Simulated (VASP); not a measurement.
# LiAl5 (P4/mmm) in VASP: further runs, part 2 of 2

VASP 6.6.1.

## (4) Relaxation of shape and atoms at fixed volume, PBE (16.14 Å³/atom)

This run uses another cell than the first one, of 16.14 Å³/atom.

Contents of INCAR:

```
  ALGO = Fast
  EDIFF = 1E-6
  EDIFFG = -0.01
  ENCUT = 600
  GGA = PE
  IBRION = 2
  ISIF = 4
  ISMEAR = 0
  LASPH = T
  LCHARG = F
  LREAL = F
  LWAVE = F
  NELM = 60
  NSW = 50
  PREC = Accurate
  SIGMA = 0.1
```

Contents of KPOINTS:

```
k-points
0
Gamma
  12 12 4
```

Contents of POSCAR:

```
LiAl5
1.0
    2.8385822473      0.0000000000      0.0000000000
    0.0000000000      2.8385822473      0.0000000000
    0.0000000000      0.0000000000     12.0177374396
Li Al
1 5
Direct
    0.0000000000      0.0000000000      0.0000000000
    0.5000000000      0.5000000000      0.8283751105
    0.0000000000      0.0000000000      0.6646182190
    0.5000000000      0.5000000000      0.5000000000
    0.0000000000      0.0000000000      0.3353817810
    0.5000000000      0.5000000000      0.1716248895
```

Potentials or basis: VASP PAW PBE potentials, release 64 (Li_sv, Al).

On the command line:

```bash
$ cat potpaw_PBE.64/Li_sv/POTCAR potpaw_PBE.64/Al/POTCAR > POTCAR
$ mpirun -np 1 vasp_std > vasp.out
```

OUTCAR:

```text
EDIFF = 1E-6
   EDIFFG = -0.01
   ENCUT = 600
   GGA = PE
   IBRION = 2
   ISIF = 4
   ISMEAR = 0
   LASPH = T
   LREAL = F
   NELM = 60
   NSW = 50
   PREC = Accurate

 ion  position               nearest neighbor table
   1  0.000  0.000  0.000-   2 2.88   6 2.88   2 2.88   6 2.88   2 2.88   6 2.88   2 2.88   6 2.88

   2  0.500  0.500  0.828-   3 2.81   3 2.81   3 2.81   3 2.81   1 2.88   1 2.88   1 2.88   1 2.88

   3  0.000  0.000  0.665-   2 2.81   2 2.81   2 2.81   2 2.81   4 2.82   4 2.82   4 2.82   4 2.82

   4  0.500  0.500  0.500-   3 2.82   5 2.82   3 2.82   5 2.82   3 2.82   5 2.82   3 2.82   5 2.82

   5  0.000  0.000  0.335-   6 2.81   6 2.81   6 2.81   6 2.81   4 2.82   4 2.82   4 2.82   4 2.82

   6  0.500  0.500  0.172-   5 2.81   5 2.81   5 2.81   5 2.81   1 2.88   1 2.88   1 2.88   1 2.88

  LATTYP: Found a simple tetragonal cell.
 ALAT       =     2.8385822473
 C/A-ratio  =     4.2337111955

  Lattice vectors:

 A1 = (   2.8385822473,   0.0000000000,   0.0000000000)
 A2 = (   0.0000000000,   2.8385822473,   0.0000000000)
 A3 = (   0.0000000000,   0.0000000000,  12.0177374396)

Analysis of symmetry for initial positions (statically):
=====================================================================
 Subroutine PRICEL returns:
 Original cell was already a primitive cell.

 Routine SETGRP: Setting up the symmetry group for a
 simple tetragonal supercell.

 Subroutine GETGRP returns: Found 16 space group operations
 (whereof 16 operations were pure point group operations)
 out of a pool of 16 trial point group operations.

[... 412 lines left out ...]

 number of electron      18.0000002 magnetization

 Free energy of the ion-electron system (eV)
  ---------------------------------------------------
  ext. energy  EPLUGINS =         0.00000000
  ---------------------------------------------------
  free energy    TOTEN  =       -20.89279975 eV

  energy without entropy =      -20.88154882  energy(sigma->0) =      -20.88717429

 E-fermi :   7.0511     XC(G=0):  -9.8631

 val. band max:        7.0372206991   @ k =   0.5000   0.0833   0.0000
 cond. band min:       7.0527753432   @ k =   0.3333   0.3333   0.5000
 fundamental gap:      0.0155546441
 Fermi energy:         7.0510839249

 k-point     1 :       0.0000    0.0000    0.0000
  band No.  band energies     occupation
      1     -39.0848      2.00000
      2      -3.9841      2.00000
      3      -3.0801      2.00000
      4      -1.7409      2.00000
      5       0.3929      2.00000
      6       1.9149      2.00000
      7       4.9153      2.00000
      8       7.0341      1.19011
      9      12.2736      0.00000
     10      12.4993      0.00000
     11      12.8762      0.00000
     12      12.8762      0.00000
     13      13.0188      0.00000
[... 354 lines left out ...]
  band No.  band energies     occupation
      1     -39.0603      2.00000
      2       1.1155      2.00000
      3       1.9991      2.00000
      4       3.1956      2.00000
      5       3.9453      2.00000
      6       4.7885      2.00000
      7       5.4067      2.00000
      8       5.7718      2.00000
      9       6.4943      2.00000
     10       7.1676      0.09943
     11       8.0844      0.00000
     12       8.1412      0.00000
     13       9.0060      0.00000

 [... further k-points ...]
[... 5 lines left out ...]
  --------------------------------------------------------------------------------------
  -------------------------------------------------------------------------------------
  Total        1.1349712      1.1349712      1.1182062      0.0000000      0.0000000     -0.0000000
  in kB       18.7788819     18.7788819     18.5014942      0.0000000      0.0000000     -0.0000000
  external PRESSURE =      18.6864193 kB  Pullay stress =       0.0000000 kB
[... 21 lines left out ...]
  FREE ENERGIE OF THE ION-ELECTRON SYSTEM (eV)
  ---------------------------------------------------
  free  energy   TOTEN  =       -20.8927997525 eV

  energy  without entropy=      -20.8815488199  energy(sigma->0) =      -20.88717429

 reached required accuracy - stopping structural energy minimisation
```

OSZICAR:

```text
N       E                     dE             d eps       ncg     rms          rms(c)
DAV:   1     0.293393651510E+02    0.29339E+02   -0.68106E+03  2184   0.130E+03
DAV:   2    -0.184413333384E+02   -0.47781E+02   -0.45381E+02  2742   0.164E+02
DAV:   3    -0.209381835454E+02   -0.24969E+01   -0.23941E+01  3390   0.300E+01
DAV:   4    -0.210245067997E+02   -0.86323E-01   -0.86200E-01  3312   0.577E+00
[... 50 lines left out ...]
DAV:   1    -0.208928523224E+02   -0.26909E-03   -0.13976E-02  2505   0.869E-01    0.574E-02
RMM:   2    -0.208928024872E+02    0.49835E-04   -0.10305E-03  2454   0.212E-01    0.149E-02
RMM:   3    -0.208927965562E+02    0.59310E-05   -0.10153E-04  2476   0.849E-02    0.153E-02
RMM:   4    -0.208927994372E+02   -0.28810E-05   -0.27066E-05  2593   0.385E-02    0.176E-02
RMM:   5    -0.208927997525E+02   -0.31530E-06   -0.79343E-06  2144   0.211E-02
   7 F= -.20892800E+02 E0= -.20887174E+02  d E =-.571761E-03
```

Run time: 4.6 min. Hardware: 1 thread of Intel Xeon Platinum 8259CL at 2.50GHz (Skylake/Cascade Lake), shared host; peak memory 0.3 GiB.

What came out:

```yaml
Free_energy: -20.8928 eV
Energy_gained_by_relaxing: 0.3 meV/atom
Ionic_steps: 7
Pressure_after_relaxing: 1.9 GPa
Largest_force_after_relaxing: 0.003 eV/Å
Band_gap_on_the_k_mesh: zero (bands 9 and 10 overlap by 7.03 eV)
```

Forces in eV/Å, atoms in the order of the input:
```
Li   0.000  0.000  0.000
Al   0.000  0.000 -0.003
Al   0.000  0.000  0.003
Al   0.000  0.000  0.000
Al   0.000  0.000 -0.003
Al   0.000  0.000  0.003
```

Step by step:
```tsv
step	energy change (eV)	largest force (eV/Å)	pressure (GPa)	volume (Å³)
1	0.0000	0.0698	2.09	96.83
2	-0.0005	0.0573	2.06	96.83
3	-0.0011	0.0320	1.99	96.83
4	-0.0009	0.0751	1.86	96.83
5	-0.0013	0.0496	1.94	96.83
6	-0.0017	0.0310	1.91	96.83
7	-0.0019	0.0032	1.87	96.83
```

Final structure:
```
Li Al
1.0
     2.84175    0.00000    0.00000
     0.00000    2.84175    0.00000
     0.00000    0.00000   11.99100
Li Al
1 5
Cartesian
  0.0000 0.0000 0.0000
  1.4209 1.4209 9.9587
  2.8417 0.0000 7.9809
  1.4209 1.4209 5.9955
  0.0000 0.0000 4.0101
  1.4209 1.4209 2.0323
```

Caveat: the cutoff is under 1.25 times the usual one of these potentials, so pressure, stress and relaxed cells hold a basis-set (Pulay) error.

## (5) The runs side by side

| cell | gap on the mesh (eV) | pressure (GPa) |
| --- | --- | --- |
| relaxed from a = 2.787, b = 2.787, c = 11.696 Å, 6 atoms, atomic positions A | none | 6.7 |
| relaxed from a = 2.813, b = 2.813, c = 11.861 Å, 6 atoms, atomic positions B | none | 4.1 |
| relaxed from a = 2.839, b = 2.839, c = 12.018 Å, 6 atoms, atomic positions C | none | 1.9 |

Alike in all rows: task relaxation of shape and atoms at fixed volume; level PBE; potentials or basis VASP PAW PBE potentials, release 64 (Li_sv, Al); no spin polarisation; k mesh 12 × 12 × 4; cutoff (eV) 600; smearing gaussian 0.1 eV.

Caveats: the cutoff is under 1.25 times the usual one of these potentials, so pressure, stress and relaxed cells hold a basis-set (Pulay) error.

Absolute energies hang on the potentials; compare differences alone.

The gap in the log of VASP goes by the Fermi energy; the results here count the filled bands.